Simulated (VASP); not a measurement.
Ga2SbP:

```xyz
4
Lattice="4.0636 0.0000 0.0000 0.0000 4.0636 0.0000 0.0000 0.0000 5.8035" Properties=species:S:1:pos:R:3 pbc="T T T"
P     0.0000    0.0000    0.0000
Ga    0.0000    2.0318    4.5047
Ga    2.0318    0.0000    1.2988
Sb    2.0318    2.0318    2.9017
```

This cell differs from its parent crystal: biaxial xy strain -0.7%.

Base run:

```yaml
Program: VASP 6.6.1
Functional: r2SCAN
Potentials_or_basis: VASP PAW PBE potentials, release 64 (P, Ga_d, Sb)
Cutoff: 520 eV
k_mesh: 6 × 6 × 4
Occupations: gaussian, width 0.01 eV
Spin: no spin polarisation
```

Its results: band gap on the k mesh 0.51 eV; pressure 1.0 GPa; largest force 0.015 eV/Å.

**Question.** The run is repeated on the same cell with these changes: functional from r2SCAN to PBE; occupations from gaussian, width 0.01 eV to fermi-dirac, width 0.02 eV. What comes out?

**Answer.** Band gap on the k mesh 0.18 eV; pressure 3.2 GPa; largest force 0.070 eV/Å.

Caveats: semilocal functionals underestimate gaps, and a narrow one can read as zero; spin-orbit coupling is left out, which moves the levels of the heavy elements; the PAW data sets were made with another functional, which shifts forces and pressure a little (at least some runs); the cell stands under pressure (at least some runs).

A k mesh can miss the band edges.
